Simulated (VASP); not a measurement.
A run of VASP 6.6.1 is set up as follows.

The input INCAR:

```
SYSTEM = W3O
PREC = Accurate
ENCUT = 520
EDIFF = 1E-6
ISMEAR = 0
SIGMA = 0.15
LREAL = .FALSE.
LASPH = .TRUE.
NELM = 60
ALGO = Normal
ISIF = 2
LWAVE = .FALSE.
LCHARG = .TRUE.
GGA = PS
LELF = .TRUE.
LVHAR = .TRUE.
NBANDS = 58
```

File KPOINTS:

```
regular mesh
0
G
  8 8 8
  0 0 0
```

File POSCAR:

```
W3O
1.0
    4.8313496810      0.0000000000      0.0000000000
    0.0000000000      4.8313496810      0.0000000000
    0.0000000000      0.0000000000      4.8313496810
W O
6 2
Direct
    0.5000000000      0.7655236124      0.0000000000
    0.0000000000      0.5155236124      0.7500000000
    0.2500000000      0.0155236124      0.5000000000
    0.5000000000      0.2655236124      0.0000000000
    0.0000000000      0.5155236124      0.2500000000
    0.7500000000      0.0155236124      0.5000000000
    0.5000000000      0.5000000000      0.5000000000
    0.0000000000      0.0000000000      0.0000000000
```

Potentials or basis: VASP PAW PBE potentials, release 64 (W_sv, O).

Run with:

```console
$ cat potpaw_PBE.64/W_sv/POTCAR potpaw_PBE.64/O/POTCAR > POTCAR
$ mpirun -np 1 vasp_std > vasp.out
```

(1) What does it give for the pressure?

(2) Estimate the largest force.

Answers

(1) 1.0 GPa.

(2) 0.324 eV/Å.

Caveat: the cell differs from its parent crystal (all W atoms moved +0.075 Å, as atom 1 along Cartesian [0 1 0]); the PAW data sets were made with another functional, which shifts forces and pressure a little.
